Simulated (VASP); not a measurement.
Write the native input for VASP 6.6.1 that does the following.

```
Task                   : single point
Functional             : PBE
Dispersion             : D3(BJ)
Potentials or basis    : VASP PAW PBE potentials, release 64 (Pt, S)
Cutoff                 : 520 eV
k mesh                 : 12 × 12 × 8
Occupations            : gaussian, width 0.01 eV
Spin                   : no spin polarisation
Dipole correction      : no
Further INCAR settings : ALGO = Normal; EDIFF = 1e-07; NBANDS = 18
```

The structure of PtS2 lies in POSCAR:

```
PtS2
1.0
    3.5830011640      0.0000000000      0.0000000000
   -1.7915005820      3.1029700298      0.0000000000
    0.0000000000      0.0000000000      4.6693270288
Pt S
1 2
Direct
    0.0000000000      0.0000000000      0.0000000000
    0.3333333333      0.6666666667      0.2583486715
    0.6666666667      0.3333333333      0.7416513285
```

One way to write it, as run:

INCAR

```
PREC = Accurate
ENCUT = 520
EDIFF = 1E-7
ISMEAR = 0
SIGMA = 0.01
LREAL = False
LASPH = True
NELM = 60
ALGO = Normal
ISIF = 2
LWAVE = False
LCHARG = False
GGA = PE
IVDW = 12
NBANDS = 18
```

KPOINTS

```
Automatic mesh
0
Gamma
  12 12 8
```

Potentials or basis: VASP PAW PBE potentials, release 64 (Pt, S).

Command:

```console
$ cat potpaw_PBE.64/Pt/POTCAR potpaw_PBE.64/S/POTCAR > POTCAR
$ mpirun -np 1 vasp_std > vasp.out
```

Results of the run:

* Pressure: -0.5 GPa
* Largest force: 0.037 eV/Å
* Band gap on the k mesh: 0.08 eV (least direct gap 0.69 eV)
* Dispersion energy per atom: -0.451 eV

Caveat: spin-orbit coupling is left out, which moves the levels of the heavy elements.

Wall time 92 s on 1 thread of Intel(R) Xeon(R) Platinum 8259CL CPU @ 2.50GHz (Skylake/Cascade Lake) (shared host), peak memory 0.27 GiB.
